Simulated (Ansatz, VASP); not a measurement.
Two plane-wave programs on GaAs

```
CELL_PARAMETERS angstrom
0.00000 2.91808 2.75937
2.91808 0.00000 2.75937
2.91808 2.91808 0.00000
ATOMIC_POSITIONS crystal
Ga 0.00000 0.00000 0.00000
As 0.25000 0.25000 0.25000
```

Change from the starting cell: epitaxial_xy strain +3.0%.

Alike in both runs: task single point; functional r2SCAN; k mesh 8 × 8 × 8; occupations fermi-dirac, width 0.02 eV; no spin polarisation.

|  | VASP | Ansatz |
| --- | --- | --- |
| version | VASP 6.6.1 | Ansatz 0.2.0 |
| potentials or method | VASP PAW PBE potentials, release 64 (Ga_d, As) | plane waves, PAW |
| plane-wave cutoff (eV) | 520 | 500 |
| valence electrons in the cell | 18 | 28 |

```csv
,VASP,Ansatz,Ansatz less VASP
pressure (GPa),-2.1,-2.2,-0.08
"traceless stress, the component that is largest in VASP (GPa)",2.25,2.24,-0.013
```

VASP's potentials were made for PBE, not for r2SCAN. The functional is the same, so the differences come from potentials, cutoffs and numerics. VASP's potentials hold 18 valence electrons a cell and Ansatz's 28, so a difference there can come from the potentials and not from the codes.
